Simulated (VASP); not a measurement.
Set up this calculation in VASP 6.6.1, as the native input.

* Task: single point
* Functional: RPBE
* Potentials or basis: VASP PAW PBE potentials, release 64 (B)
* Cutoff: 520 eV
* k mesh: 23 × 23 × 2
* Occupations: fermi-dirac, width 0.1 eV
* Spin: no spin polarisation
* Dipole correction: no
* Further INCAR settings: ALGO = Normal; EDIFF = 1e-06; NBANDS = 14

The structure of B lies in POSCAR:

```
B
1.0
    1.7693253937      0.0000000000      0.0000000000
   -0.8846626969      1.5322807385      0.0000000000
    0.0000000000      0.0000000000     21.8714196323
B
4
Direct
    1.0000000000      1.0000000000      0.0000000000
    1.0000000000      0.0000000000      0.5000000000
    0.3333333333      0.6666666667      0.2500000000
    0.6666666667      0.3333333333      0.7500000000
```

This cell differs from its parent crystal: volume scaled by 1.08.

The input as run:

INCAR

```
PREC     = Accurate       # precision mode
ENCUT    = 520            # plane-wave cutoff, eV
EDIFF    = 1E-6           # SCF threshold, eV
ISMEAR   = -1             # smearing method
SIGMA    = 0.1            # smearing width, eV
LREAL    = False          # projectors in reciprocal space
LASPH    = True           # aspherical terms in the spheres
NELM     = 60             # most SCF steps
ALGO     = Normal         # electronic algorithm
ISIF     = 2              # what is computed and relaxed
LWAVE    = False          # write WAVECAR
LCHARG   = False          # write CHGCAR
GGA      = RP             # functional
NBANDS   = 14             # bands
```

KPOINTS

```
regular mesh
0
Gamma
  23 23 2
```

Potentials or basis: VASP PAW PBE potentials, release 64 (B).

Command:

```console
$ cat potpaw_PBE.64/B/POTCAR > POTCAR
$ mpirun -np 1 vasp_std > vasp.out
```

It gave:

The pressure is -8.9 GPa and the band gap on the k mesh is zero (band 6 reaches 5.14 eV, above the bottom of band 7 at -5.10 eV).

Caveat: the PAW data sets were made with another functional, which shifts forces and pressure a little; this functional lacks dispersion, which binds the layers, so the pressure and a relaxed spacing across them are unreliable.

It took 80 s on 1 thread of Intel(R) Xeon(R) Platinum 8175M CPU @ 2.50GHz (Skylake/Cascade Lake), on a shared host, peak memory 0.21 GiB.
